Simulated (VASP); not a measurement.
# SrTiO3 (Pm-3m) in VASP: further runs

Runs on SrTiO3. Level: LDA. Tasks: single point, relaxation of cell and atoms.

Everything below comes from runs of VASP 6.6.1. Logs are shortened: lines on timing, memory, paths and dates and some standing lists are left out, and cuts for length are marked.

### Step 1. The cell of the first run

Symmetry: Pm-3m, No. 221, cubic system. Conventional cell: a = 3.855 Å, b = 3.855 Å, c = 3.855 Å, α = 90.00°, β = 90.00°, γ = 90.00°. Within 3.6 Å of Sr (site symmetry m-3m) lie 12 O at 2.73 Å and 8 Ti at 3.34 Å. Ti (site symmetry m-3m) has 6 O at 1.93 Å within 2.6 Å. O (site symmetry 4/mmm) has 2 Ti at 1.93 Å within 2.6 Å.

### Step 2. Single point, LDA

File INCAR:

```
SYSTEM = SrTiO3
PREC = Accurate
ENCUT = 600
EDIFF = 1E-6
ISMEAR = 0
SIGMA = 0.1
LREAL = .False.
LASPH = .True.
NELM = 120
ALGO = Normal
ISIF = 2
LWAVE = .False.
LCHARG = .True.
GGA = CA
LELF = .True.
LVHAR = .True.
NBANDS = 28
GGA_COMPAT = .False.
```

File KPOINTS:

```
Automatic mesh
0
Gamma
  6 6 6
  0 0 0
```

File POSCAR:

```
SrTiO3
1.0
    3.8545763383      0.0000000000      0.0000000000
    0.0000000000      3.8545763383      0.0000000000
    0.0000000000      0.0000000000      3.8545763383
Sr Ti O
1 1 3
Direct
    0.0000000000      0.0000000000      0.0000000000
    0.5000000000      0.5000000000      0.5000000000
    0.5000000000      0.0000000000      0.5000000000
    0.5000000000      0.5000000000      0.0000000000
    0.0000000000      0.5000000000      0.5000000000
```

Potentials or basis: VASP PAW LDA potentials, release 64 (Sr_sv, Ti_sv, O).

Started as:

```bash
cat potpaw_LDA.64/Sr_sv/POTCAR potpaw_LDA.64/Ti_sv/POTCAR potpaw_LDA.64/O/POTCAR > POTCAR
mpirun -np 1 vasp_std > vasp.out
```

OUTCAR:

```text
SYSTEM = SrTiO3
   PREC = Accurate
   ENCUT = 600
   EDIFF = 1E-6
   ISMEAR = 0
   LREAL = .False.
   LASPH = .True.
   NELM = 120
   ISIF = 2
   GGA = CA

 ion  position               nearest neighbor table
   1  0.000  0.000  0.000-   3 2.73   4 2.73   5 2.73   3 2.73   5 2.73   4 2.73   5 2.73   5 2.73
                             3 2.73   4 2.73   3 2.73   4 2.73   2 3.34   2 3.34   2 3.34   2 3.34
   2  0.500  0.500  0.500-   3 1.93   4 1.93   5 1.93   4 1.93   3 1.93   5 1.93   1 3.34   1 3.34
                             1 3.34   1 3.34   1 3.34   1 3.34   1 3.34   1 3.34
   3  0.500  0.000  0.500-   2 1.93   2 1.93   1 2.73   1 2.73   1 2.73   1 2.73
   4  0.500  0.500  0.000-   2 1.93   2 1.93   1 2.73   1 2.73   1 2.73   1 2.73
   5  0.000  0.500  0.500-   2 1.93   2 1.93   1 2.73   1 2.73   1 2.73   1 2.73

  LATTYP: Found a simple cubic cell.
 ALAT       =     3.8545763383

  Lattice vectors:

 A1 = (   3.8545763383,   0.0000000000,   0.0000000000)
 A2 = (   0.0000000000,   3.8545763383,   0.0000000000)
 A3 = (   0.0000000000,   0.0000000000,   3.8545763383)

Analysis of symmetry for initial positions (statically):
=====================================================================
 Subroutine PRICEL returns:
 Original cell was already a primitive cell.

 Routine SETGRP: Setting up the symmetry group for a
 simple cubic supercell.

 Subroutine GETGRP returns: Found 48 space group operations
 (whereof 48 operations were pure point group operations)
 out of a pool of 48 trial point group operations.

The static configuration has the point symmetry O_h .

Analysis of symmetry for dynamics (positions and initial velocities):
=====================================================================
 Subroutine PRICEL returns:
 Original cell was already a primitive cell.

 Routine SETGRP: Setting up the symmetry group for a
 simple cubic supercell.

 Subroutine GETGRP returns: Found 48 space group operations
 (whereof 48 operations were pure point group operations)
 out of a pool of 48 trial point group operations.

The dynamic configuration has the point symmetry O_h .

 Subroutine INISYM returns: Found 48 space group operations
 (whereof 48 operations are pure point group operations),
 and found     1 'primitive' translations

----------------------------------------------------------------------------------------

                                     Primitive cell

  volume of cell :      57.2704

  direct lattice vectors                    reciprocal lattice vectors
     3.854576338  0.000000000  0.000000000     0.259431884  0.000000000  0.000000000
     0.000000000  3.854576338  0.000000000     0.000000000  0.259431884  0.000000000
     0.000000000  0.000000000  3.854576338     0.000000000  0.000000000  0.259431884

  length of vectors
     3.854576338  3.854576338  3.854576338     0.259431884  0.259431884  0.259431884

  position of ions in fractional coordinates (direct lattice)
     0.000000000  0.000000000  0.000000000
     0.500000000  0.500000000  0.500000000
     0.500000000  0.000000000  0.500000000
     0.500000000  0.500000000  0.000000000
     0.000000000  0.500000000  0.500000000

  ion indices of the primitive-cell ions
   primitive index   ion index
                 1           1
                 2           2
                 3           3
                 4           4
                 5           5

----------------------------------------------------------------------------------------

 KPOINTS: Automatic mesh

Automatic generation of k-mesh.
 Grid dimensions read from file:
 generate k-points for:    6    6    6

 Generating k-lattice:

  Cartesian coordinates                     Fractional coordinates (reciprocal lattice)
     0.043238647  0.000000000  0.000000000     0.166666667  0.000000000  0.000000000
     0.000000000  0.043238647  0.000000000     0.000000000  0.166666667  0.000000000
     0.000000000  0.000000000  0.043238647     0.000000000  0.000000000  0.166666667

  Length of vectors
     0.043238647  0.043238647  0.043238647

  Shift w.r.t. Gamma in fractional coordinates (k-lattice)
     0.000000000  0.000000000  0.000000000

 Subroutine IBZKPT returns following result:
 ===========================================

 Found     20 irreducible k-points:

 Following reciprocal coordinates:
            Coordinates               Weight
  0.000000  0.000000  0.000000      1.000000
  0.166667  0.000000  0.000000      6.000000
  0.333333  0.000000  0.000000      6.000000
  0.500000  0.000000  0.000000      3.000000
  0.166667  0.166667  0.000000     12.000000
  0.333333  0.166667  0.000000     24.000000
[... 12 lines left out ...]
  0.500000  0.500000  0.333333      6.000000
  0.500000  0.500000  0.500000      1.000000
   k-points           NKPTS =     20   k-points in BZ     NKDIM =     20   number of bands    NBANDS=     28
   number of dos      NEDOS =    301   number of ions     NIONS =      5
   total plane-waves  NPLWV =  32768
   dimension x,y,z NGX =    32 NGY =   32 NGZ =   32
   dimension x,y,z NGXF=    64 NGYF=   64 NGZF=   64
   ions per type =               1   1   3
   NGX,Y,Z   is equivalent  to a cutoff of  13.80, 13.80, 13.80 a.u.
   NGXF,Y,Z  is equivalent  to a cutoff of  27.60, 27.60, 27.60 a.u.
 SYSTEM =  SrTiO3
   PREC   = accura    normal or accurate (medium, high low for compatibility)
   ISTART =      0    job   : 0-new  1-cont  2-samecut
   ICHARG =      2    charge: 1-file 2-atom 10-const
   ISPIN  =      1    spin polarized calculation?
   LNONCOLLINEAR =      F non collinear calculations
   LSORBIT =      F    spin-orbit coupling
   LASPH  =      T    aspherical Exc in radial PAW
   ENCUT  =  600.0 eV  44.10 Ry    6.64 a.u.   7.70  7.70  7.70*2*pi/ulx,y,z
   NELM   =    120;   NELMIN=  2; NELMDL= -5     # of ELM steps
   EDIFF  = 0.1E-05   stopping-criterion for ELM
   LREAL  =      F    real-space projection
[... 7 lines left out ...]
   TEBEG  =    0.0;   TEEND  =   0.0 temperature during run
   PSTRESS=    0.0 pullay stress
   NELECT =      40.0000    total number of electrons
   NUPDOWN=      -1.0000    fix difference up-down
   EMIN   =  10.00;   EMAX   =-10.00  energy-range for DOS
   EFERMI =   0.00;   METHOD = LEGACY
   ISMEAR =     0;   SIGMA  =   0.10  broadening in eV -4-tet -1-fermi 0-gaus
   EFERMI_NEDOS =   21; number of points for ismear=-14 and -15
   IALGO  =     38    algorithm
   IMIX   =      4    mixing-type and parameters
     AMIX     =   0.40;   BMIX     =  1.00
     AMIX_MAG =   1.60;   BMIX_MAG =  1.00
  volume/ion in A,a.u.               =      11.45        77.30
  Fermi-wavevector in a.u.,A,eV,Ry     =   1.452507  2.744840 28.705246  2.109776
  Thomas-Fermi vector in A             =   2.569881
   LORBIT       =      0    0 simple, 1 ext, 2 COOP (PROOUT), +10 PAW based schemes
   GGA     = CA    functional components
   LHFCALC =     F    Hartree Fock is set to
   AEXX    =    0.0000 exact exchange contribution
   IVDW    =     0    specifies the selected vdW correction
   LEPSILON=     F    determine dielectric tensor
   LRPA    =     F    only Hartree local field effects (RPA)
 non-spin polarized calculation
 Gauss-broadening in eV      SIGMA  =   0.10
  energy-cutoff  :      600.00
  volume of cell :       57.27
 maximum number of plane-waves:      1936
 NGX is ok and might be reduce to    32
   NGX = 15   NGY = 15   NGZ = 15

 number of electron      39.9999999 magnetization

 Free energy of the ion-electron system (eV)
  ---------------------------------------------------
  ext. energy  EPLUGINS =         0.00000000
  ---------------------------------------------------
  free energy    TOTEN  =       -44.18286068 eV

  energy without entropy =      -44.18286068  energy(sigma->0) =      -44.18286068

 E-fermi :   4.7945     XC(G=0): -11.9994

 val. band max:        4.2063662784   @ k =   0.5000   0.5000   0.5000
 cond. band min:       6.0217212807   @ k =   0.0000   0.0000   0.0000
 fundamental gap:      1.8153550024
 Fermi energy:         4.7945033519

 k-point     1 :       0.0000    0.0000    0.0000
  band No.  band energies     occupation
      1     -51.3633      2.00000
      2     -28.1741      2.00000
      3     -28.0439      2.00000
      4     -28.0439      2.00000
      5     -28.0439      2.00000
      6     -13.0673      2.00000
[... 20 lines left out ...]
     27       9.4746      0.00000
     28      10.5517      0.00000

 k-point     2 :       0.1667    0.0000    0.0000
  band No.  band energies     occupation
      1     -51.3628      2.00000
      2     -28.2032      2.00000
      3     -28.0430      2.00000
      4     -28.0430      2.00000
      5     -28.0291      2.00000
      6     -13.1014      2.00000
[... 20 lines left out ...]
     27       9.9730      0.00000
     28      11.2157      0.00000

 k-point     3 :       0.3333    0.0000    0.0000
  band No.  band energies     occupation
      1     -51.3618      2.00000
      2     -28.2545      2.00000
      3     -28.0410      2.00000
      4     -28.0410      2.00000
      5     -28.0057      2.00000
      6     -13.2686      2.00000
[... 20 lines left out ...]
     27      11.0680      0.00000
     28      12.3664      0.00000

 k-point     4 :       0.5000    0.0000    0.0000
  band No.  band energies     occupation
      1     -51.3612      2.00000
      2     -28.2785      2.00000
      3     -28.0400      2.00000
      4     -28.0400      2.00000
      5     -27.9955      2.00000
      6     -13.3704      2.00000
[... 454 lines left out ...]
     27      12.2863      0.00000
     28      12.7467      0.00000

 k-point    19 :       0.5000    0.5000    0.3333
  band No.  band energies     occupation
      1     -51.3577      2.00000
      2     -28.1254      2.00000
      3     -28.1254      2.00000
      4     -28.1024      2.00000
      5     -28.1012      2.00000
      6     -11.7847      2.00000
[... 20 lines left out ...]
     27      12.4491      0.00000
     28      13.0578      0.00000

 k-point    20 :       0.5000    0.5000    0.5000
  band No.  band energies     occupation
      1     -51.3572      2.00000
      2     -28.1241      2.00000
      3     -28.1241      2.00000
      4     -28.1241      2.00000
      5     -28.0952      2.00000
      6     -11.5635      2.00000
[... 20 lines left out ...]
     27      13.0580      0.00000
     28      13.0580      0.00000

------------------------ aborting loop because EDIFF is reached ----------------------------------------

  FORCE on cell =-STRESS in cart. coord.  units (eV):
  Direction    XX          YY          ZZ          XY          YZ          ZX
  --------------------------------------------------------------------------------------
  -------------------------------------------------------------------------------------
  Total        0.2920870      0.2920870      0.2920870      0.0000000      0.0000000     -0.0000000
  in kB        8.1713332      8.1713332      8.1713332      0.0000000      0.0000000     -0.0000000
  external PRESSURE =       8.1713332 kB  Pullay stress =       0.0000000 kB

 VOLUME and BASIS-vectors are now :
 -----------------------------------------------------------------------------
  energy-cutoff  :      600.00
  volume of cell :       57.27
      direct lattice vectors                 reciprocal lattice vectors
     3.854576338  0.000000000  0.000000000     0.259431884  0.000000000  0.000000000
     0.000000000  3.854576338  0.000000000     0.000000000  0.259431884  0.000000000
     0.000000000  0.000000000  3.854576338     0.000000000  0.000000000  0.259431884

 POSITION                                       TOTAL-FORCE (eV/Angst)
 -----------------------------------------------------------------------------------
      0.00000      0.00000      0.00000         0.000000      0.000000      0.000000
      1.92729      1.92729      1.92729         0.000000      0.000000      0.000000
      1.92729      0.00000      1.92729         0.000000      0.000000      0.000000
      1.92729      1.92729      0.00000         0.000000      0.000000      0.000000
      0.00000      1.92729      1.92729         0.000000      0.000000      0.000000
 -----------------------------------------------------------------------------------
    total drift:                                0.000000     -0.000000     -0.000000

  FREE ENERGIE OF THE ION-ELECTRON SYSTEM (eV)
  ---------------------------------------------------
  free  energy   TOTEN  =       -44.1828606850 eV

  energy  without entropy=      -44.1828606850  energy(sigma->0) =      -44.18286068
```

Wall time 90 s (1 thread of Intel Xeon 8259CL, shared host); peak memory 0.15 GiB.

What came out:

* Free energy: -44.1829 eV
* Pressure: 0.8 GPa
* Band gap on the k mesh: 1.82 eV (least direct gap 2.15 eV)

Levels at points of the mesh, in eV from the valence-band top:
| k point | band 16 | band 17 | band 18 | band 19 | band 20 | band 21 | band 22 | band 23 | band 24 | band 25 |
| --- | --- | --- | --- | --- | --- | --- | --- | --- | --- | --- |
| (0.00, 0.00, 0.00) | -1.26 | -1.26 | -0.33 | -0.33 | -0.33 | 1.82 | 1.82 | 1.82 | 4.60 | 4.60 |
| (0.50, 0.00, 0.00) | -2.50 | -2.50 | -2.17 | -0.73 | -0.73 | 2.01 | 3.94 | 3.94 | 4.65 | 6.96 |
| (0.50, 0.50, 0.00) | -3.08 | -1.71 | -1.62 | -1.62 | -0.10 | 3.95 | 3.95 | 4.41 | 5.67 | 8.01 |
| (0.50, 0.50, 0.50) | -3.89 | -3.89 | 0.00 | 0.00 | 0.00 | 4.68 | 4.68 | 4.68 | 7.00 | 7.00 |

A k mesh can miss the band edges.

(Continued in part 2 of 3.)
